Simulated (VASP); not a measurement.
Runs of VASP 6.6.1 on SnO. The structure is that of space group P6_3mc (No. 186), or close to it. The cells are those of the table. 

```csv
level,cell,k mesh,gap on the mesh (eV),pressure (GPa),largest force (eV/Å)
r2SCAN,"a = 3.298, b = 3.298, c = 9.216 Å, angles 90.0, 90.0, 120.0°, 4 atoms",9 × 9 × 2,1.65,(b),0.11
PBE,"a = 3.361, b = 3.361, c = 9.192 Å, angles 90.0, 90.0, 120.0°, 4 atoms",9 × 9 × 2,1.46,0.2,0.06
r2SCAN,"a = 3.265, b = 3.265, c = 9.123 Å, angles 90.0, 90.0, 120.0°, 4 atoms",9 × 9 × 2,1.60,2.7,0.44
r2SCAN,"a = 3.231, b = 3.231, c = 9.028 Å, angles 90.0, 90.0, 120.0°, 4 atoms",9 × 9 × 2,(d),5.4,0.81
PBE,"a = 3.395, b = 3.395, c = 9.283 Å, angles 90.0, 90.0, 120.0°, 4 atoms",9 × 9 × 2,1.49,-1.5,0.20
PBE,"a = 3.427, b = 3.427, c = 9.372 Å, angles 90.0, 90.0, 120.0°, 4 atoms",9 × 9 × 2,1.52,-2.9,0.44
r2SCAN,"a = 3.331, b = 3.331, c = 9.308 Å, angles 90.0, 90.0, 120.0°, 4 atoms",9 × 9 × 2,(c),-1.5,0.18
PBE,"a = 3.327, b = 3.327, c = 9.099 Å, angles 90.0, 90.0, 120.0°, 4 atoms",9 × 9 × 2,1.41,2.1,0.35
r2SCAN,"a = 3.363, b = 3.363, c = 9.397 Å, angles 90.0, 90.0, 120.0°, 4 atoms",9 × 9 × 2,1.75,-3.1,0.45
PBE,"a = 3.293, b = 3.293, c = 9.004 Å, angles 90.0, 90.0, 120.0°, 4 atoms",9 × 9 × 2,1.35,4.4,(a)
PBE,"a = 3.298, b = 3.298, c = 9.216 Å, angles 90.0, 90.0, 120.0°, 4 atoms",12 × 12 × 4,1.39,3.3,0.51
```

Alike in all rows: task single point; potentials or basis VASP PAW PBE potentials, release 64 (Sn_d, O); no spin polarisation; cutoff (eV) 520; smearing gaussian 0.01 eV.

Problem. Fill in the values left out.

Solution. (a) 0.68; (b) 0.5; (c) 1.70; (d) 1.54.

Caveats: spin-orbit coupling is left out, which moves the levels of the heavy elements; the PAW data sets were made with another functional, which shifts forces and pressure a little (some runs).

A k mesh can miss the band edges, and the runs leave out spin-orbit coupling on Sn.
